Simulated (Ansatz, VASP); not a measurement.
# Two plane-wave programs on RbPb4Cl

The input INCAR:

```
PREC = Accurate
ENCUT = 520
EDIFF = 1E-7
ISMEAR = -1
SIGMA = 0.1
LREAL = False
LASPH = True
NELM = 100
ALGO = Normal
ISIF = 2
LWAVE = False
LCHARG = False
GGA = PS
NBANDS = 45
```

File KPOINTS:

```
Automatic mesh
0
Gamma
  4 4 4
```

File POSCAR:

```
RbPb4Cl
1.0
    0.0000000000      4.7565210000      4.7565210000
    4.7565210000      0.0000000000      4.7565210000
    4.7565210000      4.7565210000      0.0000000000
Rb Cl Pb
1 1 4
Direct
    0.5000000000      0.5000000000      0.5000000000
    0.0000000000      0.0000000000      0.0000000000
    0.1270000000      0.1270000000      0.1270000000
    0.6190000000      0.1270000000      0.1270000000
    0.1270000000      0.1270000000      0.6190000000
    0.1270000000      0.6190000000      0.1270000000
```

Input for Ansatz:

```yaml
crystal:
  lattice:
    - [0.0, 4.756521, 4.756521]
    - [4.756521, 0.0, 4.756521]
    - [4.756521, 4.756521, 0.0]
  atoms:
    - { symbol: Rb, position: [0.5, 0.5, 0.5] }
    - { symbol: Cl, position: [0.0, 0.0, 0.0] }
    - { symbol: Pb, position: [0.127, 0.127, 0.127] }
    - { symbol: Pb, position: [0.619, 0.127, 0.127] }
    - { symbol: Pb, position: [0.127, 0.127, 0.619] }
    - { symbol: Pb, position: [0.127, 0.619, 0.127] }
  symmetry: { tolerance: 0.0003 }
kpoints:
  mp_grid: { grid: [4, 4, 4], shift: [0, 0, 0] }
magnetization:
  spin_polarized: false
scf:
  occupations: { method: fermi_dirac }
hamiltonian:
  pseudopotentials: { kind: paw }
  xc: pbesol
basis:
  ecutwfc: 420
output:
  forces: true
  stress: true
  eigenvalues: true
```

Alike in both runs: task single point; functional PBEsol; k mesh 4 × 4 × 4; no spin polarisation.

```csv
,VASP,Ansatz
version,VASP 6.6.1,Ansatz 0.2.0
potentials or method,"VASP PAW PBE potentials, release 64 (Rb_sv, Cl, Pb_d), cutoff 520 eV",PAW plane waves
occupations,"fermi-dirac, width 0.1 eV",fermi-dirac
valence electrons in the cell,72,72
```

```csv
,VASP,Ansatz,Ansatz less VASP
gap on the k mesh at the Fermi level (eV),none,none,-
pressure (GPa),24.1,24.2,+0.18
rms of the force components (eV/Å),4.773,4.796,+0.0229
```

VASP's potentials were made for PBE, not for PBEsol. Atom by atom the forces differ by 0.023 eV/Å (rms over components). A gap of «none» marks a metal or a gap that the smearing closes.

Neither program's run includes spin-orbit coupling.
